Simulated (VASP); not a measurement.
Wanted: the native input for a VASP 6.6.1 run.

| Property | Result |
| --- | --- |
| Task | single point |
| Functional | PBE |
| Dispersion | D3(BJ) |
| Potentials or basis | VASP PAW PBE potentials, release 64 (Si, Ni) |
| Cutoff | 600 eV |
| k mesh | 8 × 10 × 6 |
| Occupations | gaussian, width 0.1 eV |
| Spin | no spin polarisation |
| Dipole correction | no |
| Further INCAR settings | ALGO = Normal; EDIFF = 1e-06; NBANDS = 60 |

The structure of SiNi2 lies in POSCAR:

```
SiNi2
1.0
    4.9194532763      0.0000000000      0.0000000000
    0.0000000000      3.6991677645      0.0000000000
    0.0000000000      0.0000000000      7.0103495267
Si Ni
4 8
Direct
    0.2917651666      0.7500000000      0.6134553218
    0.7082348334      0.2500000000      0.3865446782
    0.2082348334      0.2500000000      0.1134553218
    0.7917651666      0.7500000000      0.8865446782
    0.9576512380      0.7500000000      0.2071726390
    0.0423487620      0.2500000000      0.7928273610
    0.5423487620      0.2500000000      0.7071726390
    0.4576512380      0.7500000000      0.2928273610
    0.8288074850      0.7500000000      0.5604107997
    0.1711925150      0.2500000000      0.4395892003
    0.6711925150      0.2500000000      0.0604107997
    0.3288074850      0.7500000000      0.9395892003
```

These files were run (other wordings do the same):

INCAR

```
PREC = Accurate
ENCUT = 600
EDIFF = 1E-6
ISMEAR = 0
SIGMA = 0.1
LREAL = False
LASPH = True
NELM = 120
ALGO = Normal
ISIF = 2
LWAVE = False
LCHARG = False
GGA = PE
IVDW = 12
NBANDS = 60
GGA_COMPAT = False
```

KPOINTS

```
regular mesh
0
Gamma
  8 10 6
```

Potentials or basis: VASP PAW PBE potentials, release 64 (Si, Ni).

Launch:

```sh
$ cat potpaw_PBE.64/Si/POTCAR potpaw_PBE.64/Ni/POTCAR > POTCAR
$ mpirun -np 1 vasp_std > vasp.out
```

It gave:

The pressure is 0.1 GPa, the largest force is 0.014 eV/Å and the band gap on the k mesh is zero (bands 48 and 49 overlap by 1.79 eV). The dispersion energy per atom is -0.510 eV.

Run time: 35 min on 1 thread of Intel Xeon 8259CL, on a shared host, peak memory 0.81 GiB.
